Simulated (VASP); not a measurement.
Set up this calculation in VASP 6.6.1, as the native input.

```yaml
Task: single point
Functional: r2SCAN
Potentials_or_basis: VASP PAW PBE potentials, release 64 (Cs_sv, H)
Cutoff: 520 eV
k_mesh: 6 × 6 × 6
Occupations: gaussian, width 0.05 eV
Spin: no spin polarisation
Dipole_correction: no
Further_INCAR_settings: ALGO = Normal; EDIFF = 1e-06; NBANDS = 12
```

CsH:

```xyz
2
Lattice="0.0199 3.1880 3.1880 3.2079 0.0000 3.2079 3.1880 3.1880 0.0199" Properties=species:S:1:pos:R:3 pbc="T T T"
Cs    0.0000    0.0000    0.0000
H     3.2079    3.1880    3.2079
```

This cell differs from its parent crystal: strain +0.0125 x Voigt [0, 0, 0, 0, 1, 0].

These files were run (other wordings do the same):

POSCAR

```
CsH
1.0
    0.0199250000      3.1880000000      3.1880000000
    3.2079250000      0.0000000000      3.2079250000
    3.1880000000      3.1880000000      0.0199250000
Cs H
1 1
Direct
    0.0000000000      0.0000000000      0.0000000000
    0.5000000000      0.5000000000      0.5000000000
```

INCAR.step1

```
ALGO = Normal
EDIFF = 1E-4
ENCUT = 520
GGA = PE
ISMEAR = 0
LASPH = T
LCHARG = F
LREAL = F
LWAVE = T
NBANDS = 12
NELM = 60
PREC = Accurate
SIGMA = 0.05
```

INCAR.step2

```
ALGO = Normal
EDIFF = 1E-6
ENCUT = 520
ISIF = 2
ISMEAR = 0
ISTART = 1
LASPH = T
LCHARG = F
LMIXTAU = T
LREAL = F
LWAVE = F
METAGGA = R2SCAN
NBANDS = 12
NELM = 60
PREC = Accurate
SIGMA = 0.05
```

KPOINTS

```
k-points
0
Gamma
  6 6 6
```

Potentials or basis: VASP PAW PBE potentials, release 64 (Cs_sv, H).

Launch:

```console
$ cat potpaw_PBE.64/Cs_sv/POTCAR potpaw_PBE.64/H/POTCAR > POTCAR
$ cp INCAR.step1 INCAR
$ mpirun -np 1 vasp_std > vasp.out
$ cp INCAR.step2 INCAR
$ mpirun -np 1 vasp_std > vasp.out
```

It gave:

| Item | Value |
| --- | --- |
| Pressure | 0.0 GPa |
| Band gap on the k mesh | 2.66 eV |

Caveat: the cell differs from its parent crystal (strain +0.0125 x Voigt [0, 0, 0, 0, 1, 0]); the PAW data sets were made with another functional, which shifts forces and pressure a little; spin-orbit coupling is left out, which moves the levels of the heavy elements.

It took 2.1 min on 1 thread of AMD EPYC 7R13 Processor (Zen 3), on a shared host, peak memory 0.2 GiB.
